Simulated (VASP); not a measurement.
Runs of VASP 6.6.1 on GaC. The structure is that of space group F-43m (No. 216), or close to it. The cells are those of the table. 

```tsv
task	cell	gap on the mesh (eV)	pressure (GPa)
single point	a = 3.265 Å, angles 60.0°, 2 atoms	none	1.6
single point	a = 3.282 Å, angles 60.0°, 2 atoms	none	-0.6
single point	a = 3.298 Å, angles 60.0°, 2 atoms	none	(a)
relaxation of cell and atoms	relaxed from a = 3.282 Å, angles 60.0°, 2 atoms	none	0.4
```

Alike in all rows: level PBEsol; potentials or basis VASP PAW PBE potentials, release 64 (Ga_d, C); no spin polarisation; k mesh 8 × 8 × 8; cutoff (eV) 600; smearing fermi-dirac 0.05 eV.

Problem. Fill in the values left out.

Solution. (a) -2.7.

Caveats: the PAW data sets were made with another functional, which shifts forces and pressure a little.

A k mesh can miss the band edges, and the runs leave out spin-orbit coupling on Ga.

A gap of «none» marks levels without a gap at the run's occupations.
